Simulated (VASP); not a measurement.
Ge: single point with PBE

Crystal: Ge.

```
Ge
1.0
    -1.26724    1.26724    1.26724
     1.26724   -1.26724    1.26724
     1.26724    1.26724   -1.26724
Ge
1
Direct
  0.00000 0.00000 0.00000
```

This cell differs from its parent crystal: volume scaled by 0.422, to set the pressure.

```yaml
Program: VASP 6.6.1
Task: single point
Functional: PBE
Potentials_or_basis: VASP PAW PBE potentials, release 64 (Ge_d)
Cutoff: 520 eV
k_mesh: 21 × 21 × 21
Occupations: fermi-dirac, width 0.1 eV
Spin: no spin polarisation
```

The pressure is 396.3 GPa and the band gap on the k mesh is zero (band 7 reaches 41.50 eV, above the bottom of band 8 at 15.03 eV).

Levels at points of the mesh, in eV from the Fermi level:
| k point | band 4 | band 5 | band 6 | band 7 | band 8 | band 9 | band 10 | band 11 |
| --- | --- | --- | --- | --- | --- | --- | --- | --- |
| (0.00, 0.00, 0.00) | -26.07 | -26.07 | -23.79 | 21.01 | 21.01 | 21.01 | 22.56 | 22.56 |

Wall time 16 s on 1 thread of Intel(R) Xeon(R) Platinum 8488C (Sapphire Rapids), with other jobs on the host, peak memory 0.14 GiB.

Caveat: the cell differs from its parent crystal (volume scaled by 0.422, to set the pressure).
